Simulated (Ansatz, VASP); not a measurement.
Two plane-wave programs on B

```xyz
2
Lattice="-0.9256 1.4071 2.5734 0.9256 -1.4071 2.5734 0.9256 1.4071 -2.5734" Properties=species:S:1:pos:R:3 pbc="T T T"
B     0.0000    1.4071    0.8620
B     0.9256    0.0000    1.7114
```

Alike in both runs: functional PBE; k mesh 34 × 34 × 34; occupations gaussian, width 0.1 eV; no spin polarisation.

Ansatz relaxed the structure, and its values are those at the end. VASP's run is a single point on that final structure, the one shown.

|  | VASP | Ansatz |
| --- | --- | --- |
| version | VASP 6.6.1 | Ansatz 0.2.0 |
| potentials or method | VASP PAW PBE potentials, release 64 (B), cutoff 520 eV | scalar-relativistic, plane waves, PAW |
| valence electrons in the cell | 6 | 6 |

|  | VASP | Ansatz | Ansatz less VASP |
| --- | --- | --- | --- |
| gap on the k mesh at the Fermi level (eV) | none | none | - |
| pressure (GPa) | 0.0 | 0.0 | +0.01 |
| rms of the force components (eV/Å) | 0.003 | 0.000 | -0.0034 |

A gap of «none» marks a metal or a gap that the smearing closes. The functional is the same, so the differences come from potentials, cutoffs and numerics.
